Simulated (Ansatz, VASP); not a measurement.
## NaH in VASP and in Ansatz

```
Na H
1.0
     0.00000    2.48786    2.48786
     2.48786    0.00000    2.48786
     2.48786    2.48786    0.00000
Na H
1 1
Direct
  0.00000 0.00000 0.00000
  0.50000 0.50000 0.50000
```

Change from the starting cell: volume scaled by 1.06, crystal datasets.

Alike in both runs: task electric field gradients; functional PBEsol; k mesh 9 × 9 × 9; occupations fermi-dirac, width 0.03 eV; no spin polarisation.

|  | VASP | Ansatz |
| --- | --- | --- |
| version | VASP 6.6.1 | Ansatz 0.2.0 |
| potentials or method | VASP PAW PBE potentials, release 64 (Na_pv, H), cutoff 520 eV | all-electron PAW with datasets made for the crystal, scalar-relativistic |

|  | VASP | Ansatz | Ansatz less VASP |
| --- | --- | --- | --- |
| gap on the k mesh at the Fermi level (eV) | 3.72 | 3.72 | +0.002 |
| pressure (GPa) | -2.2 | -2.2 | +0.02 |

VASP's potentials were made for PBE, not for PBEsol. Ansatz ran all-electron here, and VASP with PAW potentials.
